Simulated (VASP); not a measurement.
# ScTe2 (Fm-3m) in VASP: notebook

Aim: see how the results for ScTe2 move with the level of theory and the settings. Levels: PBE, PBEsol, LDA. Tasks: single point.

All numbers are computed with VASP 6.6.1; they aren't measurements. Logs are shortened: lines on timing, memory, paths and dates and some standing lists are left out, and cuts for length are marked.

## 1. The cell of the first run

Symmetry: Fm-3m, No. 225, cubic system. Conventional cell: a = 7.126 Å, b = 7.126 Å, c = 7.126 Å, α = 90.00°, β = 90.00°, γ = 90.00°. Sc (site symmetry m-3m) has 8 Te at 3.09 Å within 4.1 Å. Te (site symmetry -43m) has 4 Sc at 3.09 Å and 6 Te at 3.56 Å within 4.1 Å.

## 2. Single point, PBE (30.15 Å³/atom)

Input file INCAR:

```
PREC     = Accurate       # precision mode
ENCUT    = 520            # plane-wave cutoff, eV
EDIFF    = 1E-6           # SCF threshold, eV
ISMEAR   = 0              # smearing method
SIGMA    = 0.05           # smearing width, eV
LREAL    = False          # projectors in reciprocal space
LASPH    = True           # aspherical terms in the spheres
NELM     = 80             # most SCF steps
ALGO     = Normal         # electronic algorithm
ISIF     = 2              # what is computed and relaxed
LWAVE    = False          # write WAVECAR
LCHARG   = False          # write CHGCAR
GGA      = PE             # functional
NBANDS   = 18             # bands
```

Input file KPOINTS:

```
Automatic mesh
0
Gamma
  8 8 8
```

Input file POSCAR:

```
ScTe2
1.0
    0.0000000000      3.5627719815      3.5627719815
    3.5627719815      0.0000000000      3.5627719815
    3.5627719815      3.5627719815      0.0000000000
Sc Te
1 2
Direct
    0.0000000000      0.0000000000      0.0000000000
    0.2500000000      0.2500000000      0.2500000000
    0.7500000000      0.7500000000      0.7500000000
```

Potentials or basis: VASP PAW PBE potentials, release 64 (Sc_sv, Te).

Command:

```
$ cat potpaw_PBE.64/Sc_sv/POTCAR potpaw_PBE.64/Te/POTCAR > POTCAR
$ mpirun -np 1 vasp_std > vasp.out
```

OUTCAR:

```text
PREC = Accurate
   ENCUT = 520
   EDIFF = 1E-6
   ISMEAR = 0
   LREAL = False
   LASPH = True
   NELM = 80
   ISIF = 2
   GGA = PE

 ion  position               nearest neighbor table
   1  0.000  0.000  0.000-   3 3.09   3 3.09   3 3.09   2 3.09   3 3.09   2 3.09   2 3.09   2 3.09

   2  0.250  0.250  0.250-   1 3.09   1 3.09   1 3.09   1 3.09   3 3.56   3 3.56   3 3.56   3 3.56
                             3 3.56   3 3.56
   3  0.750  0.750  0.750-   1 3.09   1 3.09   1 3.09   1 3.09   2 3.56   2 3.56   2 3.56   2 3.56
                             2 3.56   2 3.56

  LATTYP: Found a face centered cubic cell.
 ALAT       =     7.1255439630

  Lattice vectors:

 A1 = (   0.0000000000,   3.5627719815,   3.5627719815)
 A2 = (   3.5627719815,   0.0000000000,   3.5627719815)
 A3 = (   3.5627719815,   3.5627719815,   0.0000000000)

Analysis of symmetry for initial positions (statically):
=====================================================================
 Subroutine PRICEL returns:
 Original cell was already a primitive cell.

 Routine SETGRP: Setting up the symmetry group for a
 face centered cubic supercell.

 Subroutine GETGRP returns: Found 48 space group operations
 (whereof 48 operations were pure point group operations)
 out of a pool of 48 trial point group operations.

The static configuration has the point symmetry O_h .

Analysis of symmetry for dynamics (positions and initial velocities):
=====================================================================
 Subroutine PRICEL returns:
 Original cell was already a primitive cell.

 Routine SETGRP: Setting up the symmetry group for a
 face centered cubic supercell.

 Subroutine GETGRP returns: Found 48 space group operations
 (whereof 48 operations were pure point group operations)
 out of a pool of 48 trial point group operations.

The dynamic configuration has the point symmetry O_h .

 Subroutine INISYM returns: Found 48 space group operations
 (whereof 48 operations are pure point group operations),
 and found     1 'primitive' translations

----------------------------------------------------------------------------------------

                                     Primitive cell

  volume of cell :      90.4470

  direct lattice vectors                    reciprocal lattice vectors
     0.000000000  3.562771982  3.562771982    -0.140340163  0.140340163  0.140340163
     3.562771982  0.000000000  3.562771982     0.140340163 -0.140340163  0.140340163
     3.562771982  3.562771982  0.000000000     0.140340163  0.140340163 -0.140340163

  length of vectors
     5.038520456  5.038520456  5.038520456     0.243076292  0.243076292  0.243076292

  position of ions in fractional coordinates (direct lattice)
     0.000000000  0.000000000  0.000000000
     0.250000000  0.250000000  0.250000000
     0.750000000  0.750000000  0.750000000

  ion indices of the primitive-cell ions
   primitive index   ion index
                 1           1
                 2           2
                 3           3

----------------------------------------------------------------------------------------

 KPOINTS: Automatic mesh

Automatic generation of k-mesh.
 Grid dimensions read from file:
 generate k-points for:    8    8    8

 Generating k-lattice:

  Cartesian coordinates                     Fractional coordinates (reciprocal lattice)
    -0.017542520  0.017542520  0.017542520     0.125000000  0.000000000  0.000000000
     0.017542520 -0.017542520  0.017542520     0.000000000  0.125000000  0.000000000
     0.017542520  0.017542520 -0.017542520     0.000000000  0.000000000  0.125000000

  Length of vectors
     0.030384537  0.030384537  0.030384537

  Shift w.r.t. Gamma in fractional coordinates (k-lattice)
     0.000000000  0.000000000  0.000000000

 Subroutine IBZKPT returns following result:
 ===========================================

 Found     29 irreducible k-points:

 Following reciprocal coordinates:
            Coordinates               Weight
  0.000000  0.000000  0.000000      1.000000
  0.125000  0.000000  0.000000      8.000000
  0.250000  0.000000  0.000000      8.000000
  0.375000  0.000000  0.000000      8.000000
  0.500000  0.000000  0.000000      4.000000
  0.125000  0.125000  0.000000      6.000000
[... 16 lines left out ...]
  0.500000  0.250000  0.125000     48.000000
 -0.375000  0.250000  0.125000     24.000000
 [... further k-points ...]
   k-points           NKPTS =     29   k-points in BZ     NKDIM =     29   number of bands    NBANDS=     18
   number of dos      NEDOS =    301   number of ions     NIONS =      3
   total plane-waves  NPLWV =  64000
   dimension x,y,z NGX =    40 NGY =   40 NGZ =   40
   dimension x,y,z NGXF=    80 NGYF=   80 NGZF=   80
   ions per type =               1   2
   NGX,Y,Z   is equivalent  to a cutoff of  13.20, 13.20, 13.20 a.u.
   NGXF,Y,Z  is equivalent  to a cutoff of  26.40, 26.40, 26.40 a.u.
 SYSTEM =  unknown system
[... 102 lines left out ...]
  band No.  band energies     occupation
      1     -44.6281      2.00000
      2     -23.2475      2.00000
      3     -23.2428      2.00000
      4     -23.2428      2.00000
      5      -5.9903      2.00000
      6      -4.8808      2.00000
[... 10 lines left out ...]
     17       8.6278      0.00000
     18      10.6719      0.00000

 k-point     5 :       0.5000    0.0000    0.0000
  band No.  band energies     occupation
      1     -44.6280      2.00000
      2     -23.2484      2.00000
      3     -23.2430      2.00000
      4     -23.2430      2.00000
      5      -5.5263      2.00000
      6      -5.3835      2.00000
[... 10 lines left out ...]
     17       8.6903      0.00000
     18      11.4520      0.00000

 k-point     6 :       0.1250    0.1250    0.0000
  band No.  band energies     occupation
      1     -44.6282      2.00000
      2     -23.2430      2.00000
      3     -23.2423      2.00000
      4     -23.2423      2.00000
      5      -6.6732      2.00000
      6      -3.9554      2.00000
[... 10 lines left out ...]
     17       8.7006      0.00000
     18       8.8544      0.00000

 k-point     7 :       0.2500    0.1250    0.0000
  band No.  band energies     occupation
      1     -44.6281      2.00000
      2     -23.2447      2.00000
      3     -23.2427      2.00000
      4     -23.2426      2.00000
      5      -6.4564      2.00000
      6      -4.2593      2.00000
[... 10 lines left out ...]
     17       8.6067      0.00000
     18       9.2786      0.00000

 k-point     8 :       0.3750    0.1250    0.0000
  band No.  band energies     occupation
      1     -44.6281      2.00000
      2     -23.2468      2.00000
      3     -23.2431      2.00000
      4     -23.2430      2.00000
      5      -6.0847      2.00000
      6      -4.7201      2.00000
[... 10 lines left out ...]
     17       8.5603      0.00000
     18       9.8652      0.00000
[... 229 lines left out ...]
     17       8.5534      0.00000
     18       9.4342      0.00000

 k-point    20 :      -0.3750    0.3750    0.0000
  band No.  band energies     occupation
      1     -44.6280      2.00000
      2     -23.2474      2.00000
      3     -23.2456      2.00000
      4     -23.2437      2.00000
      5      -5.4705      2.00000
      6      -5.1530      2.00000
[... 10 lines left out ...]
     17       8.4731      0.00000
     18       9.7226      0.00000

 k-point    21 :       0.5000    0.5000    0.0000
  band No.  band energies     occupation
      1     -44.6280      2.00000
      2     -23.2487      2.00000
      3     -23.2441      2.00000
      4     -23.2441      2.00000
      5      -5.6740      2.00000
      6      -4.8373      2.00000
[... 10 lines left out ...]
     17       8.6792      0.00000
     18       9.3839      0.00000

 k-point    22 :       0.3750    0.2500    0.1250
  band No.  band energies     occupation
      1     -44.6281      2.00000
      2     -23.2459      2.00000
      3     -23.2436      2.00000
      4     -23.2429      2.00000
      5      -6.2019      2.00000
      6      -4.5458      2.00000
[... 10 lines left out ...]
     17       8.5575      0.00000
     18       9.5062      0.00000

 k-point    23 :       0.5000    0.2500    0.1250
  band No.  band energies     occupation
      1     -44.6280      2.00000
      2     -23.2471      2.00000
      3     -23.2444      2.00000
      4     -23.2432      2.00000
      5      -5.8248      2.00000
      6      -4.9384      2.00000
[... 10 lines left out ...]
     17       8.5358      0.00000
     18       9.9210      0.00000

 k-point    24 :      -0.3750    0.2500    0.1250
  band No.  band energies     occupation
      1     -44.6280      2.00000
      2     -23.2476      2.00000
      3     -23.2447      2.00000
      4     -23.2434      2.00000
      5      -5.4201      2.00000
      6      -5.3451      2.00000
[... 10 lines left out ...]
     17       8.5725      0.00000
     18      10.3843      0.00000

 [... further k-points ...]

------------------------ aborting loop because EDIFF is reached ----------------------------------------

  FORCE on cell =-STRESS in cart. coord.  units (eV):
  Direction    XX          YY          ZZ          XY          YZ          ZX
  --------------------------------------------------------------------------------------
  -------------------------------------------------------------------------------------
  Total        0.0046973      0.0046973      0.0046973     -0.0000000     -0.0000000      0.0000000
  in kB        0.0832079      0.0832079      0.0832079     -0.0000000     -0.0000000      0.0000000
  external PRESSURE =       0.0832079 kB  Pullay stress =       0.0000000 kB

 VOLUME and BASIS-vectors are now :
 -----------------------------------------------------------------------------
  energy-cutoff  :      520.00
  volume of cell :       90.45
      direct lattice vectors                 reciprocal lattice vectors
     0.000000000  3.562771982  3.562771982    -0.140340163  0.140340163  0.140340163
     3.562771982  0.000000000  3.562771982     0.140340163 -0.140340163  0.140340163
     3.562771982  3.562771982  0.000000000     0.140340163  0.140340163 -0.140340163

 POSITION                                       TOTAL-FORCE (eV/Angst)
 -----------------------------------------------------------------------------------
      0.00000      0.00000      0.00000         0.000000     -0.000000     -0.000000
      1.78139      1.78139      1.78139         0.000000      0.000000      0.000000
      5.34416      5.34416      5.34416        -0.000000     -0.000000     -0.000000
 -----------------------------------------------------------------------------------
    total drift:                               -0.000000      0.000000      0.000000

  FREE ENERGIE OF THE ION-ELECTRON SYSTEM (eV)
  ---------------------------------------------------
  free  energy   TOTEN  =       -14.8615208063 eV

  energy  without entropy=      -14.8591973139  energy(sigma->0) =      -14.86035906
```

Wall time 2.7 min (1 thread of Intel Xeon 8259CL, shared host); peak memory 0.26 GiB.

What came out:

```yaml
Free_energy: -14.8615 eV
Pressure: 0.0 GPa
Band_gap_on_the_k_mesh: zero (an odd number of electrons rules out a gap without spin polarisation)
```

Caveat: spin-orbit coupling is left out, which moves the levels of the heavy elements.

## 3. Single point, PBE

Input file INCAR:

```
SYSTEM = ScTe2
  PREC = Accurate
  ENCUT = 520
  EDIFF = 1E-6
  ISMEAR = 0
  SIGMA = 0.05
  LREAL = .False.
  LASPH = .True.
  NELM = 100
  ALGO = Normal
  ISIF = 2
  LWAVE = .False.
  LCHARG = .False.
  GGA = PE
  NBANDS = 18
```

Input file KPOINTS:

```
Automatic mesh
0
Gamma
  8 8 8
  0 0 0
```

POSCAR is that of step 2.

Potentials or basis: VASP PAW PBE potentials, release 64 (Sc_sv, Te).

Command:

```
$ cat potpaw_PBE.64/Sc_sv/POTCAR potpaw_PBE.64/Te/POTCAR > POTCAR
$ mpirun -np 1 vasp_std > vasp.out
```

It took 1.7 min on 1 thread of Intel Xeon 8259CL, shared host; peak memory 0.26 GiB.

The run converged. Its results:

```yaml
Free_energy: -14.8615 eV
Pressure: 0.0 GPa
Band_gap_on_the_k_mesh: zero (an odd number of electrons rules out a gap without spin polarisation)
```

Levels at points of the mesh, in eV from the Fermi level:
```tsv
k point	band 8	band 9	band 10	band 11	band 12	band 13	band 14	band 15
(0.00, 0.00, 0.00)	-3.39	-3.39	0.13	0.13	0.13	1.11	1.11	3.39
(0.50, 0.00, 0.00)	-2.60	-2.52	-1.96	-1.96	-1.91	1.34	1.34	2.12
(0.50, 0.50, 0.00)	-3.68	-3.68	-0.33	-0.33	0.69	1.62	1.77	2.17
```

Caveat: spin-orbit coupling is left out, which moves the levels of the heavy elements.

## 4. Single point, PBEsol

Input file INCAR:

```
PREC = Accurate ; ENCUT = 520
EDIFF = 1E-6 ; ISMEAR = 0
SIGMA = 0.05 ; LREAL = F
LASPH = T ; NELM = 80
ALGO = Normal ; ISIF = 2
LWAVE = F ; LCHARG = F
GGA = PS ; NBANDS = 18
```

Input file KPOINTS:

```
Automatic mesh
0
Gamma
  8 8 8
```

POSCAR is that of step 3.

Command:

```
$ cat potpaw_PBE.64/Sc_sv/POTCAR potpaw_PBE.64/Te/POTCAR > POTCAR
$ mpirun -np 1 vasp_std > vasp.out
```

Wall time 1.8 min (1 thread of Intel Xeon 8259CL, shared host); peak memory 0.26 GiB.

Results (log left out):

```
Free energy            : -15.9783 eV
Pressure               : -2.3 GPa
Band gap on the k mesh : zero (an odd number of electrons rules out a gap without spin polarisation)
```

Levels at points of the mesh, in eV from the Fermi level:
| k point | band 9 | band 10 | band 11 | band 12 | band 13 | band 14 |
| --- | --- | --- | --- | --- | --- | --- |
| (0.00, 0.00, 0.00) | -3.40 | 0.13 | 0.13 | 0.13 | 1.07 | 1.07 |
| (0.50, 0.00, 0.00) | -2.54 | -1.97 | -1.97 | -1.95 | 1.31 | 1.31 |
| (0.50, 0.50, 0.00) | -3.70 | -0.32 | -0.32 | 0.62 | 1.58 | 1.78 |

Caveat: the PAW data sets were made with another functional, which shifts forces and pressure a little; spin-orbit coupling is left out, which moves the levels of the heavy elements.

## 5. Single point, LDA

Input file INCAR:

```
SYSTEM = ScTe2
  PREC = Accurate
  ENCUT = 520
  EDIFF = 1E-6
  ISMEAR = 0
  SIGMA = 0.05
  LREAL = .False.
  LASPH = .True.
  NELM = 100
  ALGO = Normal
  ISIF = 2
  LWAVE = .False.
  LCHARG = .False.
  GGA = CA
  NBANDS = 18
```

Input file KPOINTS:

```
regular mesh
0
Gamma
  8 8 8
  0 0 0
```

POSCAR is that of step 4.

Potentials or basis: VASP PAW LDA potentials, release 64 (Sc_sv, Te).

Command:

```
$ cat potpaw_LDA.64/Sc_sv/POTCAR potpaw_LDA.64/Te/POTCAR > POTCAR
$ mpirun -np 1 vasp_std > vasp.out
```

Wall time 1.8 min (1 thread of Intel Xeon 8259CL, shared host); peak memory 0.22 GiB.

It converged, with:

* Free energy: -16.6448 eV
* Pressure: -3.8 GPa
* Band gap on the k mesh: zero (an odd number of electrons rules out a gap without spin polarisation)

Levels at points of the mesh, in eV from the Fermi level:
```tsv
k point	band 8	band 9	band 10	band 11	band 12	band 13	band 14	band 15
(0.00, 0.00, 0.00)	-3.38	-3.38	0.14	0.14	0.14	1.02	1.02	3.37
(0.50, 0.00, 0.00)	-2.59	-2.53	-1.94	-1.94	-1.94	1.26	1.26	2.09
(0.50, 0.50, 0.00)	-3.66	-3.66	-0.33	-0.33	0.60	1.51	1.77	2.14
```

Caveat: the cell stands under tension; spin-orbit coupling is left out, which moves the levels of the heavy elements.

## 6. Single point, PBE (30.75 Å³/atom)

This run uses another cell than the first one, of 30.75 Å³/atom.

Input file INCAR:

```
SYSTEM = ScTe2
ALGO = Normal
EDIFF = 1E-6
ENCUT = 520
GGA = PE
ISIF = 2
ISMEAR = 0
LASPH = .TRUE.
LCHARG = .TRUE.
LELF = .TRUE.
LREAL = .FALSE.
LVHAR = .TRUE.
LWAVE = .FALSE.
NBANDS = 18
NELM = 100
PREC = Accurate
SIGMA = 0.05
```

Input file KPOINTS:

```
k-points
0
G
  8 8 8
  0 0 0
```

Input file POSCAR:

```
ScTe2
1.0
    0.0000000000      3.5863671856      3.5863671856
    3.5863671856      0.0000000000      3.5863671856
    3.5863671856      3.5863671856      0.0000000000
Sc Te
1 2
Direct
    0.0000000000      0.0000000000      0.0000000000
    0.2500000000      0.2500000000      0.2500000000
    0.7500000000      0.7500000000      0.7500000000
```

Potentials or basis: VASP PAW PBE potentials, release 64 (Sc_sv, Te).

Command:

```
$ cat potpaw_PBE.64/Sc_sv/POTCAR potpaw_PBE.64/Te/POTCAR > POTCAR
$ mpirun -np 1 vasp_std > vasp.out
```

Wall time 2.7 min (1 thread of Intel Xeon 8259CL, shared host); peak memory 0.25 GiB.

The run converged. Its results:

* Free energy: -14.8562 eV
* Pressure: -1.0 GPa
* Band gap on the k mesh: zero (an odd number of electrons rules out a gap without spin polarisation)

Levels at points of the mesh, in eV from the Fermi level:
| k point | band 8 | band 9 | band 10 | band 11 | band 12 | band 13 | band 14 | band 15 |
| --- | --- | --- | --- | --- | --- | --- | --- | --- |
| (0.00, 0.00, 0.00) | -3.31 | -3.31 | 0.13 | 0.13 | 0.13 | 1.13 | 1.13 | 3.31 |
| (0.50, 0.00, 0.00) | -2.52 | -2.49 | -1.91 | -1.91 | -1.88 | 1.35 | 1.35 | 2.07 |
| (0.50, 0.50, 0.00) | -3.59 | -3.59 | -0.31 | -0.31 | 0.72 | 1.61 | 1.72 | 2.12 |

Caveat: spin-orbit coupling is left out, which moves the levels of the heavy elements.

## 7. Summary

| level | potentials or basis | cell | gap on the mesh (eV) | pressure (GPa) |
| --- | --- | --- | --- | --- |
| PBE | VASP PAW PBE potentials, release 64 (Sc_sv, Te) | a = 5.039 Å, angles 60.0°, 3 atoms | none | 0.0 |
| PBEsol | VASP PAW PBE potentials, release 64 (Sc_sv, Te) | a = 5.039 Å, angles 60.0°, 3 atoms | none | -2.3 |
| LDA | VASP PAW LDA potentials, release 64 (Sc_sv, Te) | a = 5.039 Å, angles 60.0°, 3 atoms | none | -3.8 |
| PBE | VASP PAW PBE potentials, release 64 (Sc_sv, Te) | a = 5.072 Å, angles 60.0°, 3 atoms | none | -1.0 |

Alike in all rows: task single point; no spin polarisation; k mesh 8 × 8 × 8; cutoff (eV) 520; smearing gaussian 0.05 eV.

Caveats: spin-orbit coupling is left out, which moves the levels of the heavy elements; the PAW data sets were made with another functional, which shifts forces and pressure a little (at least some runs); the cell stands under tension (at least some runs).

Total energies depend on the potentials used, so only differences within one code and one set of settings carry meaning.
